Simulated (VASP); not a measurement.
# Rb3LuBe2 (R-3m) in VASP: notebook

Runs on Rb3LuBe2. Level: PBE. Tasks: single point.

Everything below comes from runs of VASP 6.6.1. Logs are shortened: lines on timing, memory, paths and dates and some standing lists are left out, and cuts for length are marked.

**1. The cell of the first run**

The structure is trigonal, space group R-3m (No. 166). Conventional cell: a = 6.351 Å, b = 6.351 Å, c = 13.448 Å, α = 90.00°, β = 90.00°, γ = 120.00°. Within 3.8 Å of Rb (site symmetry 2/m) lie 2 Lu at 2.90 Å and 4 Rb at 3.18 Å and 6 Be at 3.30 to 3.62 Å. Within 3.8 Å of Lu (site symmetry -3m) lie 6 Rb at 2.90 Å and 6 Be at 3.70 Å. Within 4.3 Å of Be (site symmetry 3m) lie 9 Rb at 3.30 to 3.62 Å and 4 Be at 3.47 to 3.80 Å and 3 Lu at 3.70 Å.

**2. Single point, PBE**

INCAR reads:

```
SYSTEM = Rb3LuBe2
PREC     = Accurate       ! precision mode
ENCUT    = 520            ! plane-wave cutoff, eV
EDIFF    = 1E-6           ! SCF threshold, eV
ISMEAR   = 0              ! smearing method
SIGMA    = 0.1            ! smearing width, eV
LREAL    = .False.        ! projectors in reciprocal space
LASPH    = .True.         ! aspherical terms in the spheres
NELM     = 80             ! most SCF steps
ALGO     = Normal         ! electronic algorithm
ISIF     = 2              ! what is computed and relaxed
LWAVE    = .False.        ! write WAVECAR
LCHARG   = .False.        ! write CHGCAR
GGA      = PE             ! functional
NBANDS   = 37             ! bands
```

KPOINTS reads:

```
Automatic mesh
0
Gamma
  3 3 3
  0 0 0
```

POSCAR reads:

```
Rb3LuBe2
1.0
    3.1756695600      1.8334736800      4.4825443000
   -3.1756695600      1.8334736800      4.4825443000
    0.0000000000     -3.6669473500      4.4825443000
Rb Lu Be
3 1 2
Direct
    0.0000000000      0.0000000000      0.5000000000
    0.5000000000      0.0000000000      0.0000000000
    0.0000000000      0.5000000000      0.0000000000
    0.0000000000      0.0000000000      0.0000000000
    0.6289687200      0.6289687200      0.6289687200
    0.3710312800      0.3710312800      0.3710312800
```

Potentials or basis: VASP PAW PBE potentials, release 64 (Rb_sv, Lu, Be).

Launch:

```bash
> cat potpaw_PBE.64/Rb_sv/POTCAR potpaw_PBE.64/Lu/POTCAR potpaw_PBE.64/Be/POTCAR > POTCAR
> mpirun -np 1 vasp_std > vasp.out
```

OUTCAR:

```text
SYSTEM = Rb3LuBe2
   PREC = Accurate
   ENCUT = 520
   EDIFF = 1E-6
   ISMEAR = 0
   LREAL = .False.
   LASPH = .True.
   NELM = 80
   ISIF = 2
   GGA = PE

 ion  position               nearest neighbor table
   1  0.000  0.000  0.500-   4 2.90   4 2.90   3 3.18   2 3.18   3 3.18   2 3.18   6 3.30   5 3.30
                             5 3.62   6 3.62   5 3.62   6 3.62   3 4.84   2 4.84   3 4.84   2 4.84
   2  0.500  0.000  0.000-   4 2.90   4 2.90   3 3.18   3 3.18   1 3.18   1 3.18   6 3.30   5 3.30
                             5 3.62   6 3.62   6 3.62   5 3.62   1 4.84   1 4.84   3 4.84   3 4.84
   3  0.000  0.500  0.000-   4 2.90   4 2.90   2 3.18   2 3.18   1 3.18   1 3.18   6 3.30   5 3.30
                             5 3.62   6 3.62   5 3.62   6 3.62   1 4.84   1 4.84   2 4.84   2 4.84
   4  0.000  0.000  0.000-   1 2.90   1 2.90   3 2.90   2 2.90   3 2.90   2 2.90
   5  0.629  0.629  0.629-   2 3.30   3 3.30   1 3.30   1 3.62   1 3.62   2 3.62   3 3.62   2 3.62
                             3 3.62
   6  0.371  0.371  0.371-   2 3.30   3 3.30   1 3.30   1 3.62   1 3.62   3 3.62   2 3.62   2 3.62
                             3 3.62

  LATTYP: Found a trigonal (rhomboedric) cell.
 ALAT       =     5.7913475367
 COS(alpha) =     0.3986305624

  Lattice vectors:

 A1 = (   3.1756695600,   1.8334736800,   4.4825443000)
 A2 = (  -3.1756695600,   1.8334736800,   4.4825443000)
 A3 = (   0.0000000000,  -3.6669473500,   4.4825443000)

Analysis of symmetry for initial positions (statically):
=====================================================================
 Subroutine PRICEL returns:
 Original cell was already a primitive cell.

 Routine SETGRP: Setting up the symmetry group for a
 trigonal (rhombohedral) supercell.

 Subroutine GETGRP returns: Found 12 space group operations
 (whereof 12 operations were pure point group operations)
 out of a pool of 12 trial point group operations.

The static configuration has the point symmetry D_3d.

Analysis of symmetry for dynamics (positions and initial velocities):
=====================================================================
 Subroutine PRICEL returns:
 Original cell was already a primitive cell.

 Routine SETGRP: Setting up the symmetry group for a
 trigonal (rhombohedral) supercell.

 Subroutine GETGRP returns: Found 12 space group operations
 (whereof 12 operations were pure point group operations)
 out of a pool of 12 trial point group operations.

The dynamic configuration has the point symmetry D_3d.

 Subroutine INISYM returns: Found 12 space group operations
 (whereof 12 operations are pure point group operations),
 and found     1 'primitive' translations

----------------------------------------------------------------------------------------

                                     Primitive cell

  volume of cell :     156.5979

  direct lattice vectors                    reciprocal lattice vectors
     3.175669560  1.833473680  4.482544300     0.157447112  0.090902132  0.074362530
    -3.175669560  1.833473680  4.482544300    -0.157447112  0.090902132  0.074362530
     0.000000000 -3.666947350  4.482544300     0.000000000 -0.181804265  0.074362530

  length of vectors
     5.791347537  5.791347537  5.791347535     0.196424480  0.196424480  0.196424480

  position of ions in fractional coordinates (direct lattice)
     0.000000000  0.000000000  0.500000000
     0.500000000  0.000000000  0.000000000
     0.000000000  0.500000000  0.000000000
     0.000000000  0.000000000  0.000000000
     0.628968720  0.628968720  0.628968720
     0.371031280  0.371031280  0.371031280

  ion indices of the primitive-cell ions
   primitive index   ion index
                 1           1
                 2           2
                 3           3
                 4           4
                 5           5
                 6           6

----------------------------------------------------------------------------------------

 KPOINTS: Automatic mesh

Automatic generation of k-mesh.
 Grid dimensions read from file:
 generate k-points for:    3    3    3

 Generating k-lattice:

  Cartesian coordinates                     Fractional coordinates (reciprocal lattice)
     0.052482371  0.030300711  0.024787510     0.333333333  0.000000000  0.000000000
    -0.052482371  0.030300711  0.024787510     0.000000000  0.333333333  0.000000000
     0.000000000 -0.060601422  0.024787510    -0.000000000 -0.000000000  0.333333333

  Length of vectors
     0.065474827  0.065474827  0.065474827

  Shift w.r.t. Gamma in fractional coordinates (k-lattice)
     0.000000000  0.000000000  0.000000000

 Subroutine IBZKPT returns following result:
 ===========================================

 Found      6 irreducible k-points:

 Following reciprocal coordinates:
            Coordinates               Weight
  0.000000  0.000000  0.000000      1.000000
  0.333333  0.000000 -0.000000      6.000000
  0.333333  0.333333 -0.000000      6.000000
 -0.333333  0.333333  0.000000      6.000000
  0.333333  0.333333  0.333333      2.000000
 -0.333333  0.333333  0.333333      6.000000
   k-points           NKPTS =      6   k-points in BZ     NKDIM =      6   number of bands    NBANDS=     37
   number of dos      NEDOS =    301   number of ions     NIONS =      6
   total plane-waves  NPLWV = 110592
   dimension x,y,z NGX =    48 NGY =   48 NGZ =   48
   dimension x,y,z NGXF=    96 NGYF=   96 NGZF=   96
   ions per type =               3   1   2
   NGX,Y,Z   is equivalent  to a cutoff of  13.78, 13.78, 13.78 a.u.
   NGXF,Y,Z  is equivalent  to a cutoff of  27.56, 27.56, 27.56 a.u.
 SYSTEM =  Rb3LuBe2
   PREC   = accura    normal or accurate (medium, high low for compatibility)
   ISTART =      0    job   : 0-new  1-cont  2-samecut
   ICHARG =      2    charge: 1-file 2-atom 10-const
   ISPIN  =      1    spin polarized calculation?
   LNONCOLLINEAR =      F non collinear calculations
   LSORBIT =      F    spin-orbit coupling
   LASPH  =      T    aspherical Exc in radial PAW
   ENCUT  =  520.0 eV  38.22 Ry    6.18 a.u.  10.77 10.77 10.77*2*pi/ulx,y,z
   NELM   =     80;   NELMIN=  2; NELMDL= -5     # of ELM steps
   EDIFF  = 0.1E-05   stopping-criterion for ELM
   LREAL  =      F    real-space projection
   EDIFFG = 0.1E-04   stopping-criterion for IOM
   NSW    =      0    number of steps for IOM
   IBRION =     -1    ionic relax: 0-MD 1-quasi-New 2-CG
   NFREE  =      0    steps in history (QN), initial steepest desc. (CG)
   ISIF   =      2    stress and relaxation
   ISYM   =      2    0-nonsym 1-usesym 2-fastsym
   POTIM  = 0.5000    time-step for ionic-motion
   TEBEG  =    0.0;   TEEND  =   0.0 temperature during run
   PSTRESS=    0.0 pullay stress
   NELECT =      56.0000    total number of electrons
   NUPDOWN=      -1.0000    fix difference up-down
   EMIN   =  10.00;   EMAX   =-10.00  energy-range for DOS
   EFERMI =   0.00;   METHOD = LEGACY
   ISMEAR =     0;   SIGMA  =   0.10  broadening in eV -4-tet -1-fermi 0-gaus
   EFERMI_NEDOS =   21; number of points for ismear=-14 and -15
   IALGO  =     38    algorithm
   IMIX   =      4    mixing-type and parameters
     AMIX     =   0.40;   BMIX     =  1.00
     AMIX_MAG =   1.60;   BMIX_MAG =  1.00
  volume/ion in A,a.u.               =      26.10       176.13
  Fermi-wavevector in a.u.,A,eV,Ry     =   1.162007  2.195876 18.371419  1.350261
  Thomas-Fermi vector in A             =   2.298573
   LORBIT       =      0    0 simple, 1 ext, 2 COOP (PROOUT), +10 PAW based schemes
   GGA     = PE    functional components
   LHFCALC =     F    Hartree Fock is set to
   AEXX    =    0.0000 exact exchange contribution
   IVDW    =     0    specifies the selected vdW correction
   LEPSILON=     F    determine dielectric tensor
   LRPA    =     F    only Hartree local field effects (RPA)
 non-spin polarized calculation
 Gauss-broadening in eV      SIGMA  =   0.10
  energy-cutoff  :      520.00
  volume of cell :      156.60
 maximum number of plane-waves:      4250
 NGX is ok and might be reduce to    48
   NGX = 21   NGY = 21   NGZ = 21

 number of electron      56.0000001 magnetization

 Free energy of the ion-electron system (eV)
  ---------------------------------------------------
  ext. energy  EPLUGINS =         0.00000000
  ---------------------------------------------------
  free energy    TOTEN  =        -3.15487294 eV

  energy without entropy =       -3.12380543  energy(sigma->0) =       -3.13933919

 E-fermi :   2.6741     XC(G=0):  -9.0571

 val. band max:        2.6499644655   @ k =   0.3333   0.0000  -0.0000
 cond. band min:       2.7399003242   @ k =  -0.3333   0.3333   0.0000
 fundamental gap:      0.0899358587
 Fermi energy:         2.6741459253

 k-point     1 :       0.0000    0.0000    0.0000
  band No.  band energies     occupation
      1     -54.6494      2.00000
      2     -26.1385      2.00000
      3     -25.6810      2.00000
      4     -25.6810      2.00000
      5     -25.5367      2.00000
      6     -25.3606      2.00000
[... 29 lines left out ...]
     36       4.8446      0.00000
     37       5.7460      0.00000

 k-point     2 :       0.3333    0.0000   -0.0000
  band No.  band energies     occupation
      1     -54.6494      2.00000
      2     -26.1353      2.00000
      3     -25.9411      2.00000
      4     -25.6817      2.00000
      5     -25.4424      2.00000
      6     -25.3604      2.00000
[... 29 lines left out ...]
     36       6.0488      0.00000
     37       6.1565      0.00000

 k-point     3 :       0.3333    0.3333   -0.0000
  band No.  band energies     occupation
      1     -54.6493      2.00000
      2     -26.2745      2.00000
      3     -25.8533      2.00000
      4     -25.8272      2.00000
      5     -25.3939      2.00000
      6     -25.1782      2.00000
[... 29 lines left out ...]
     36       5.7940      0.00000
     37       6.2139      0.00000

 k-point     4 :      -0.3333    0.3333    0.0000
  band No.  band energies     occupation
      1     -54.6493      2.00000
      2     -26.2076      2.00000
      3     -25.9797      2.00000
      4     -25.7761      2.00000
      5     -25.3927      2.00000
      6     -25.1840      2.00000
[... 29 lines left out ...]
     36       5.2898      0.00000
     37       5.8117      0.00000

 k-point     5 :       0.3333    0.3333    0.3333
  band No.  band energies     occupation
      1     -54.6493      2.00000
      2     -26.4144      2.00000
      3     -25.8519      2.00000
      4     -25.8519      2.00000
      5     -25.1929      2.00000
      6     -25.1678      2.00000
[... 29 lines left out ...]
     36       5.5464      0.00000
     37       5.5464      0.00000

 k-point     6 :      -0.3333    0.3333    0.3333
  band No.  band energies     occupation
      1     -54.6493      2.00000
      2     -26.3502      2.00000
      3     -25.9311      2.00000
      4     -25.8529      2.00000
      5     -25.1985      2.00000
      6     -25.1677      2.00000
[... 29 lines left out ...]
     36       5.7638      0.00000
     37       6.2982      0.00000

------------------------ aborting loop because EDIFF is reached ----------------------------------------

  FORCE on cell =-STRESS in cart. coord.  units (eV):
  Direction    XX          YY          ZZ          XY          YZ          ZX
  --------------------------------------------------------------------------------------
  -------------------------------------------------------------------------------------
  Total        4.9524816      4.9524816     17.0813290      0.0000000      0.0000000      0.0000000
  in kB       50.6696174     50.6696174    174.7617619      0.0000000      0.0000001      0.0000000
  external PRESSURE =      92.0336656 kB  Pullay stress =       0.0000000 kB

 VOLUME and BASIS-vectors are now :
 -----------------------------------------------------------------------------
  energy-cutoff  :      520.00
  volume of cell :      156.60
      direct lattice vectors                 reciprocal lattice vectors
     3.175669560  1.833473680  4.482544300     0.157447112  0.090902132  0.074362530
    -3.175669560  1.833473680  4.482544300    -0.157447112  0.090902132  0.074362530
     0.000000000 -3.666947350  4.482544300     0.000000000 -0.181804265  0.074362530

 POSITION                                       TOTAL-FORCE (eV/Angst)
 -----------------------------------------------------------------------------------
      0.00000     -1.83347      2.24127        -0.000000      0.000000     -0.000000
      1.58783      0.91674      2.24127         0.000000      0.000000     -0.000000
     -1.58783      0.91674      2.24127         0.000000      0.000000      0.000000
      0.00000      0.00000      0.00000         0.000000      0.000000      0.000000
      0.00000      0.00000      8.45814         0.000000     -0.000000     -0.498181
      0.00000      0.00000      4.98949         0.000000      0.000000      0.498181
 -----------------------------------------------------------------------------------
    total drift:                               -0.000000     -0.000000      0.000000

  FREE ENERGIE OF THE ION-ELECTRON SYSTEM (eV)
  ---------------------------------------------------
  free  energy   TOTEN  =        -3.1548729447 eV

  energy  without entropy=       -3.1238054319  energy(sigma->0) =       -3.13933919
```

Wall time 35 s (1 thread of Intel Xeon Platinum 8488C (Sapphire Rapids), shared host); peak memory 0.34 GiB.

What came out:

```
Free energy            : -3.1549 eV
Pressure               : 9.2 GPa
Largest force          : 0.498 eV/Å
Band gap on the k mesh : zero (band 28 reaches 2.74 eV, above the bottom of band 29 at 2.38 eV)
```

Forces in eV/Å, atoms in the order of the input:
```
Rb   0.000  0.000  0.000
Rb   0.000  0.000  0.000
Rb   0.000  0.000  0.000
Lu   0.000  0.000  0.000
Be   0.000  0.000 -0.498
Be   0.000  0.000  0.498
```

Stress tensor (GPa, compression positive):
```
 5.07  0.00  0.00
 0.00  5.07  0.00
 0.00  0.00 17.48
```

Caveat: the k points lie up to 0.41 Å⁻¹ apart; spin-orbit coupling is left out, which moves the levels of the heavy elements.

**3. Single point, PBE**

This run uses another cell than the first one, of 36.92 Å³/atom, 1.415 times its volume.

INCAR reads:

```
PREC = Accurate ; ENCUT = 520
EDIFF = 1E-6 ; ISMEAR = 0
SIGMA = 0.1 ; LREAL = False
LASPH = True ; NELM = 60
ALGO = Normal ; ISIF = 2
LWAVE = False ; LCHARG = False
GGA = PE ; NBANDS = 37
```

KPOINTS reads:

```
Automatic mesh
0
Gamma
  3 3 3
```

POSCAR reads:

```
Rb3LuBe2
1.0
    3.1558494466      1.8220305299      6.4204980865
   -3.1558494466      1.8220305299      6.4204980865
    0.0000000000     -3.6440610526      6.4204980886
Rb Lu Be
3 1 2
Direct
    0.0000000000      0.0000000000      0.5000000000
    0.5000000000      0.0000000000      0.0000000000
    0.0000000000      0.5000000000      0.0000000000
    0.0000000000      0.0000000000      0.0000000000
    0.6525500134      0.6525500134      0.6525500134
    0.3474499866      0.3474499866      0.3474499866
```

Potentials or basis: VASP PAW PBE potentials, release 64 (Rb_sv, Lu, Be).

Launch:

```bash
> cat potpaw_PBE.64/Rb_sv/POTCAR potpaw_PBE.64/Lu/POTCAR potpaw_PBE.64/Be/POTCAR > POTCAR
> mpirun -np 1 vasp_std > vasp.out
```

Run time: 55 s. Hardware: 1 thread of Intel Xeon Platinum 8488C (Sapphire Rapids), shared host; peak memory 0.44 GiB.

Results (log left out):

```yaml
Free_energy: -6.2030 eV
Pressure: 0.0 GPa
Largest_force: 0.007 eV/Å
Band_gap_on_the_k_mesh: zero (band 28 reaches 1.33 eV, above the bottom of band 29 at 1.19 eV)
```

Forces on the atoms (eV/Å):
```
Rb   0.000  0.000  0.000
Rb   0.000  0.000  0.000
Rb   0.000  0.000  0.000
Lu   0.000  0.000  0.000
Be   0.000  0.000 -0.007
Be   0.000  0.000  0.007
```

Levels at points of the mesh, in eV from the Fermi level:
| k point | band 26 | band 27 | band 28 | band 29 | band 30 | band 31 |
| --- | --- | --- | --- | --- | --- | --- |
| (0.00, 0.00, 0.00) | -0.39 | -0.39 | -0.37 | -0.07 | 0.50 | 0.56 |

Caveat: the k points lie up to 0.40 Å⁻¹ apart; spin-orbit coupling is left out, which moves the levels of the heavy elements.
